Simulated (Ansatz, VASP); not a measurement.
Zn5CdSe6 in VASP and in Ansatz

```
CELL_PARAMETERS angstrom
4.09733 0.00000 0.00000
0.00000 4.09733 0.00000
0.00000 0.00000 17.51685
ATOMIC_POSITIONS crystal
Zn 0.00000 0.00000 0.83835
Zn 0.50000 0.50000 0.00000
Zn 0.00000 0.00000 0.16165
Zn 0.50000 0.50000 0.32340
Zn 0.50000 0.50000 0.67660
Cd 0.00000 0.00000 0.50000
Se 0.50000 0.00000 0.91918
Se 0.00000 0.50000 0.08082
Se 0.50000 0.00000 0.24248
Se 0.00000 0.50000 0.40365
Se 0.50000 0.00000 0.59635
Se 0.00000 0.50000 0.75752
```

Alike in both runs: functional PBE; k mesh 8 × 8 × 2; occupations gaussian, width 0.02 eV; no spin polarisation.

Ansatz relaxed the structure, and its values are those at the end. VASP's run is a single point on that final structure, the one shown.

|  | VASP | Ansatz |
| --- | --- | --- |
| version | VASP 6.6.1 | Ansatz 0.2.0 |
| potentials or method | VASP PAW PBE potentials, release 64 (Zn, Cd, Se), cutoff 520 eV | scalar-relativistic, plane waves, PAW |
| valence electrons in the cell | 108 | 176 |

|  | VASP | Ansatz | Ansatz less VASP |
| --- | --- | --- | --- |
| gap on the k mesh at the Fermi level (eV) | 0.96 | 0.96 | -0.001 |
| least direct gap on the mesh (eV) | 0.96 | 0.96 | -0.001 |
| pressure (GPa) | 0.2 | 0.0 | -0.22 |
| rms of the force components (eV/Å) | 0.004 | 0.001 | -0.0035 |

The functional is the same, so the differences come from potentials, cutoffs and numerics. VASP's potentials hold 108 valence electrons a cell and Ansatz's 176, so a difference there can come from the potentials and not from the codes.
